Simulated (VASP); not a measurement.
# Si2Ni (Fm-3m) in VASP: settings compared

Aim: see how the results for Si2Ni move with the level of theory and the settings. Levels: LDA, PBEsol, r2SCAN. Tasks: single point.

Program: VASP 6.6.1. These are calculated values, not measurements. Logs are shortened: lines on timing, memory, paths and dates and some standing lists are left out, and cuts for length are marked.

## (1) The cell of the first run

Symmetry: Fm-3m, No. 225, cubic system. Conventional cell: a = 5.370 Å, b = 5.370 Å, c = 5.370 Å, α = 90.00°, β = 90.00°, γ = 90.00°. Within 3.1 Å of Ni (site symmetry m-3m) lie 8 Si at 2.33 Å. Si (site symmetry -43m) has 4 Ni at 2.33 Å and 6 Si at 2.68 Å within 3.1 Å.

## (2) Single point, LDA, collinear spin, ferromagnetic start (volume scaled by 0.98)

Input file INCAR:

```
SYSTEM = Si2Ni
ALGO = Normal
EDIFF = 1E-6
ENCUT = 520
ISIF = 2
ISMEAR = -1
ISPIN = 2
LASPH = .TRUE.
LCHARG = .FALSE.
LMAXMIX = 4
LORBIT = 11
LREAL = .FALSE.
LWAVE = .FALSE.
MAGMOM = 1 0 0
NBANDS = 20
NELM = 150
PREC = Accurate
SIGMA = 0.05
```

Input file KPOINTS:

```
k-points
0
G
  9 9 9
  0 0 0
```

Input file POSCAR:

```
Si2Ni
1.0
    0.0000000000      2.6848585138      2.6848585138
    2.6848585138      0.0000000000      2.6848585138
    2.6848585138      2.6848585138      0.0000000000
Ni Si
1 2
Direct
    0.0000000000      0.0000000000      0.0000000000
    0.7500000000      0.7500000000      0.7500000000
    0.2500000000      0.2500000000      0.2500000000
```

Potentials or basis: VASP PAW LDA potentials, release 64 (Ni, Si).

On the command line:

```sh
$ cat potpaw_LDA.64/Ni/POTCAR potpaw_LDA.64/Si/POTCAR > POTCAR
$ mpirun -np 1 vasp_std > vasp.out
```

OUTCAR:

```text
SYSTEM = Si2Ni
   EDIFF = 1E-6
   ENCUT = 520
   ISIF = 2
   ISMEAR = -1
   ISPIN = 2
   LASPH = .TRUE.
   LORBIT = 11
   LREAL = .FALSE.
   NELM = 150
   PREC = Accurate

 ion  position               nearest neighbor table
   1  0.000  0.000  0.000-   2 2.33   2 2.33   2 2.33   2 2.33   3 2.33   3 2.33   3 2.33   3 2.33

   2  0.750  0.750  0.750-   1 2.33   1 2.33   1 2.33   1 2.33   3 2.68   3 2.68   3 2.68   3 2.68
                             3 2.68   3 2.68
   3  0.250  0.250  0.250-   1 2.33   1 2.33   1 2.33   1 2.33   2 2.68   2 2.68   2 2.68   2 2.68
                             2 2.68   2 2.68

  LATTYP: Found a face centered cubic cell.
 ALAT       =     5.3697170276

  Lattice vectors:

 A1 = (   0.0000000000,   2.6848585138,   2.6848585138)
 A2 = (   2.6848585138,   0.0000000000,   2.6848585138)
 A3 = (   2.6848585138,   2.6848585138,   0.0000000000)

Analysis of symmetry for initial positions (statically):
=====================================================================
 Subroutine PRICEL returns:
 Original cell was already a primitive cell.

 Routine SETGRP: Setting up the symmetry group for a
 face centered cubic supercell.

 Subroutine GETGRP returns: Found 48 space group operations
 (whereof 48 operations were pure point group operations)
 out of a pool of 48 trial point group operations.

The static configuration has the point symmetry O_h .

Analysis of symmetry for dynamics (positions and initial velocities):
=====================================================================
 Subroutine PRICEL returns:
 Original cell was already a primitive cell.

 Routine SETGRP: Setting up the symmetry group for a
 face centered cubic supercell.

 Subroutine GETGRP returns: Found 48 space group operations
 (whereof 48 operations were pure point group operations)
 out of a pool of 48 trial point group operations.

The dynamic configuration has the point symmetry O_h .

Analysis of structural, dynamic, and magnetic symmetry:
=====================================================================
 Subroutine PRICEL returns:
 Original cell was already a primitive cell.

 Routine SETGRP: Setting up the symmetry group for a
 face centered cubic supercell.

 Subroutine GETGRP returns: Found 48 space group operations
 (whereof 48 operations were pure point group operations)
 out of a pool of 48 trial point group operations.

The overall configuration has the point symmetry O_h .

 Subroutine INISYM returns: Found 48 space group operations
 (whereof 48 operations are pure point group operations),
 and found     1 'primitive' translations

----------------------------------------------------------------------------------------

                                     Primitive cell

  volume of cell :      38.7074

  direct lattice vectors                    reciprocal lattice vectors
     0.000000000  2.684858514  2.684858514    -0.186229553  0.186229553  0.186229553
     2.684858514  0.000000000  2.684858514     0.186229553 -0.186229553  0.186229553
     2.684858514  2.684858514  0.000000000     0.186229553  0.186229553 -0.186229553

  length of vectors
     3.796963323  3.796963323  3.796963323     0.322559047  0.322559047  0.322559047

  position of ions in fractional coordinates (direct lattice)
     0.000000000  0.000000000  0.000000000
     0.750000000  0.750000000  0.750000000
     0.250000000  0.250000000  0.250000000

  ion indices of the primitive-cell ions
   primitive index   ion index
                 1           1
                 2           2
                 3           3

----------------------------------------------------------------------------------------

 KPOINTS: k-points

Automatic generation of k-mesh.
 Grid dimensions read from file:
 generate k-points for:    9    9    9

 Generating k-lattice:

  Cartesian coordinates                     Fractional coordinates (reciprocal lattice)
    -0.020692173  0.020692173  0.020692173     0.111111111  0.000000000  0.000000000
     0.020692173 -0.020692173  0.020692173     0.000000000  0.111111111  0.000000000
     0.020692173  0.020692173 -0.020692173     0.000000000  0.000000000  0.111111111

  Length of vectors
     0.035839894  0.035839894  0.035839894

  Shift w.r.t. Gamma in fractional coordinates (k-lattice)
     0.000000000  0.000000000  0.000000000

 Subroutine IBZKPT returns following result:
 ===========================================

 Found     35 irreducible k-points:

 Following reciprocal coordinates:
            Coordinates               Weight
  0.000000  0.000000  0.000000      1.000000
  0.111111  0.000000  0.000000      8.000000
  0.222222  0.000000  0.000000      8.000000
  0.333333  0.000000  0.000000      8.000000
  0.444444  0.000000  0.000000      8.000000
  0.111111  0.111111  0.000000      6.000000
[... 16 lines left out ...]
 -0.333333  0.333333  0.000000     12.000000
  0.444444  0.444444  0.000000      6.000000
 [... further k-points ...]
   k-points           NKPTS =     35   k-points in BZ     NKDIM =     35   number of bands    NBANDS=     20
   number of dos      NEDOS =    301   number of ions     NIONS =      3
   total plane-waves  NPLWV =  21952
   dimension x,y,z NGX =    28 NGY =   28 NGZ =   28
   dimension x,y,z NGXF=    56 NGYF=   56 NGZF=   56
   ions per type =               1   2
   NGX,Y,Z   is equivalent  to a cutoff of  12.26, 12.26, 12.26 a.u.
   NGXF,Y,Z  is equivalent  to a cutoff of  24.52, 24.52, 24.52 a.u.
 SYSTEM =  Si2Ni
   PREC   = accura    normal or accurate (medium, high low for compatibility)
   ISTART =      0    job   : 0-new  1-cont  2-samecut
   ICHARG =      2    charge: 1-file 2-atom 10-const
   ISPIN  =      2    spin polarized calculation?
   LNONCOLLINEAR =      F non collinear calculations
   LSORBIT =      F    spin-orbit coupling
   LASPH  =      T    aspherical Exc in radial PAW
   ENCUT  =  520.0 eV  38.22 Ry    6.18 a.u.   7.06  7.06  7.06*2*pi/ulx,y,z
   NELM   =    150;   NELMIN=  2; NELMDL= -5     # of ELM steps
   EDIFF  = 0.1E-05   stopping-criterion for ELM
   LREAL  =      F    real-space projection
   EDIFFG = 0.1E-04   stopping-criterion for IOM
   NSW    =      0    number of steps for IOM
   IBRION =     -1    ionic relax: 0-MD 1-quasi-New 2-CG
   NFREE  =      0    steps in history (QN), initial steepest desc. (CG)
   ISIF   =      2    stress and relaxation
   ISYM   =      2    0-nonsym 1-usesym 2-fastsym
   POTIM  = 0.5000    time-step for ionic-motion
   TEBEG  =    0.0;   TEEND  =   0.0 temperature during run
   PSTRESS=    0.0 pullay stress
   NELECT =      18.0000    total number of electrons
   NUPDOWN=      -1.0000    fix difference up-down
   EMIN   =  10.00;   EMAX   =-10.00  energy-range for DOS
   EFERMI =   0.00;   METHOD = LEGACY
   ISMEAR =    -1;   SIGMA  =   0.05  broadening in eV -4-tet -1-fermi 0-gaus
   EFERMI_NEDOS =   21; number of points for ismear=-14 and -15
   IALGO  =     38    algorithm
   IMIX   =      4    mixing-type and parameters
     AMIX     =   0.40;   BMIX     =  1.00
     AMIX_MAG =   1.60;   BMIX_MAG =  1.00
  volume/ion in A,a.u.               =      12.90        87.07
  Fermi-wavevector in a.u.,A,eV,Ry     =   1.268336  2.396807 21.887363  1.608676
  Thomas-Fermi vector in A             =   2.401436
   LORBIT       =     11    0 simple, 1 ext, 2 COOP (PROOUT), +10 PAW based schemes
   GGA     = CA    functional components
   LHFCALC =     F    Hartree Fock is set to
   AEXX    =    0.0000 exact exchange contribution
   IVDW    =     0    specifies the selected vdW correction
   LEPSILON=     F    determine dielectric tensor
   LRPA    =     F    only Hartree local field effects (RPA)
 spin polarized calculation
  energy-cutoff  :      520.00
  volume of cell :       38.71
 maximum number of plane-waves:      1052
   NGX = 15   NGY = 15   NGZ = 15

 number of electron      17.9999991 magnetization       0.0022822

 number of electron      17.9999991 magnetization      -0.0000075

 Free energy of the ion-electron system (eV)
  ---------------------------------------------------
  ext. energy  EPLUGINS =         0.00000000
  ---------------------------------------------------
  free energy    TOTEN  =       -19.90017743 eV

  energy without entropy =      -19.89226881  energy(sigma->0) =      -19.89622312

 E-fermi :  10.6725     XC(G=0): -11.8491

 val. band max:       10.6228966136   @ k =   0.3333   0.2222   0.0000
 cond. band min:      10.7107594886   @ k =   0.1111   0.1111   0.0000
 fundamental gap:      0.0878628750
 Fermi energy:        10.6724943114

 spin component 1

 k-point     1 :       0.0000    0.0000    0.0000
  band No.  band energies     occupation
      1      -3.3417      1.00000
      2       5.2934      1.00000
      3       5.2934      1.00000
      4       5.2934      1.00000
      5       7.0118      1.00000
      6       7.0118      1.00000
[... 12 lines left out ...]
     19      19.7210      0.00000
[... 513 lines left out ...]
      4       5.9797      1.00000
      5       5.9797      1.00000
      6       7.0523      1.00000
[... 12 lines left out ...]
     19      24.5271      0.00000
     20      24.5271      0.00000

 [... further k-points ...]

 spin component 2

 k-point     1 :       0.0000    0.0000    0.0000
  band No.  band energies     occupation
      1      -3.3417      1.00000
      2       5.2934      1.00000
      3       5.2934      1.00000
      4       5.2934      1.00000
      5       7.0118      1.00000
      6       7.0118      1.00000
[... 12 lines left out ...]
     19      19.7211      0.00000
[... 513 lines left out ...]
      4       5.9797      1.00000
      5       5.9797      1.00000
      6       7.0523      1.00000
[... 12 lines left out ...]
     19      24.5271      0.00000
     20      24.5271      0.00000

 [... further k-points ...]

------------------------ aborting loop because EDIFF is reached ----------------------------------------

  FORCE on cell =-STRESS in cart. coord.  units (eV):
  Direction    XX          YY          ZZ          XY          YZ          ZX
  --------------------------------------------------------------------------------------
  -------------------------------------------------------------------------------------
  Total       -0.2656952     -0.2656952     -0.2656952     -0.0000000     -0.0000000      0.0000000
  in kB      -10.9976568    -10.9976568    -10.9976568     -0.0000000     -0.0000000      0.0000000
  external PRESSURE =     -10.9976568 kB  Pullay stress =       0.0000000 kB

 VOLUME and BASIS-vectors are now :
 -----------------------------------------------------------------------------
  energy-cutoff  :      520.00
  volume of cell :       38.71
      direct lattice vectors                 reciprocal lattice vectors
     0.000000000  2.684858514  2.684858514    -0.186229553  0.186229553  0.186229553
     2.684858514  0.000000000  2.684858514     0.186229553 -0.186229553  0.186229553
     2.684858514  2.684858514  0.000000000     0.186229553  0.186229553 -0.186229553

 POSITION                                       TOTAL-FORCE (eV/Angst)
 -----------------------------------------------------------------------------------
      0.00000      0.00000      0.00000        -0.000000      0.000000     -0.000000
      4.02729      4.02729      4.02729         0.000000      0.000000     -0.000000
      1.34243      1.34243      1.34243         0.000000     -0.000000      0.000000
 -----------------------------------------------------------------------------------
    total drift:                               -0.000000     -0.000000      0.000000

  FREE ENERGIE OF THE ION-ELECTRON SYSTEM (eV)
  ---------------------------------------------------
  free  energy   TOTEN  =       -19.9001774295 eV

  energy  without entropy=      -19.8922688091  energy(sigma->0) =      -19.89622312

 total charge

# of ion       s       p       d       tot
------------------------------------------
    1        0.576   0.826   8.485   9.887
    2        0.751   0.861   0.000   1.612
    3        0.751   0.861   0.000   1.612
--------------------------------------------------
tot          2.078   2.548   8.485  13.110

 magnetization (x)

# of ion       s       p       d       tot
------------------------------------------
    1       -0.000  -0.000   0.000   0.000
    2        0.000  -0.000   0.000  -0.000
    3        0.000  -0.000   0.000  -0.000
--------------------------------------------------
tot         -0.000  -0.000   0.000   0.000
```

It took 21 s on 1 thread of Intel Xeon 6975P-C (Granite Rapids), shared host; peak memory 0.16 GiB.

What came out:

- Free energy: -19.9002 eV
- Pressure: -1.1 GPa
- Band gap on the k mesh: zero (filled and empty bands overlap)
- Net moment: 0.00 μB per cell
- Valence electrons inside the program's atomic spheres: Ni 9.89; Si 1.61

Levels at points of the mesh, in eV from the Fermi level:
Spin up:
```
           k point  band 7  band 8  band 9  band 10  band 11  band 12
(0.00, 0.00, 0.00)   -0.23    1.72    1.72     1.72     2.24     2.24
```
Spin down:
| k point | band 5 | band 6 | band 7 | band 8 | band 9 | band 10 | band 11 | band 12 | band 13 | band 14 |
| --- | --- | --- | --- | --- | --- | --- | --- | --- | --- | --- |
| (0.00, 0.00, 0.00) | -3.66 | -3.66 | -0.23 | 1.72 | 1.72 | 1.72 | 2.24 | 2.24 | 2.24 | 4.72 |

Caveat: the cell differs from its parent crystal (volume scaled by 0.98).

## (3) Single point, PBEsol, collinear spin, ferromagnetic start

This run uses another cell than the first one, of 13.17 Å³/atom, 1.020 times its volume.

Input file INCAR:

```
PREC     = Accurate       # precision mode
ENCUT    = 520            # plane-wave cutoff, eV
EDIFF    = 1E-7           # SCF threshold, eV
ISMEAR   = -1             # smearing method
SIGMA    = 0.05           # smearing width, eV
LREAL    = False          # projectors in reciprocal space
LASPH    = True           # aspherical terms in the spheres
NELM     = 150            # most SCF steps
ALGO     = Normal         # electronic algorithm
ISIF     = 2              # what is computed and relaxed
LWAVE    = False          # write WAVECAR
LCHARG   = True           # write CHGCAR
ISPIN    = 2              # spin polarisation
MAGMOM   = 1 0 0          # initial moments
LORBIT   = 11             # projections on sites
LMAXMIX  = 4              # l up to which the mixer works
GGA      = PS             # functional
LELF     = True           # ELF
LVHAR    = True         
NBANDS   = 20             # bands
```

Input file KPOINTS:

```
regular mesh
0
Gamma
  9 9 9
```

Input file POSCAR:

```
Si2Ni
1.0
    0.0000000000      2.7030000000      2.7030000000
    2.7030000000      0.0000000000      2.7030000000
    2.7030000000      2.7030000000      0.0000000000
Ni Si
1 2
Direct
    0.0000000000      0.0000000000      0.0000000000
    0.7500000000      0.7500000000      0.7500000000
    0.2500000000      0.2500000000      0.2500000000
```

Potentials or basis: VASP PAW PBE potentials, release 64 (Ni, Si).

On the command line:

```sh
$ cat potpaw_PBE.64/Ni/POTCAR potpaw_PBE.64/Si/POTCAR > POTCAR
$ mpirun -np 1 vasp_std > vasp.out
```

Wall time 27 s (1 thread of Intel Xeon 6975P-C (Granite Rapids), shared host); peak memory 0.19 GiB.

The run converged. Its results:

```yaml
Free_energy: -18.9841 eV
Pressure: -0.8 GPa
Band_gap_on_the_k_mesh: zero (filled and empty bands overlap)
Net_moment: 0.00 μB per cell
Valence_electrons_inside_the_program's_atomic_spheres: Ni 9.83; Si 1.58
```

Levels at points of the mesh, in eV from the Fermi level:
Spin up:
```tsv
k point	band 5	band 6	band 7	band 8	band 9	band 10	band 11	band 12	band 13	band 14
(0.00, 0.00, 0.00)	-3.54	-3.54	-0.29	1.70	1.70	1.70	2.23	2.23	2.23	4.69
```
Spin down:
| k point | band 6 | band 7 | band 8 | band 9 | band 10 | band 11 | band 12 | band 13 |
| --- | --- | --- | --- | --- | --- | --- | --- | --- |
| (0.00, 0.00, 0.00) | -3.54 | -0.29 | 1.70 | 1.70 | 1.70 | 2.23 | 2.23 | 2.23 |

Caveat: the PAW data sets were made with another functional, which shifts forces and pressure a little.

[end of part 1 of 2]
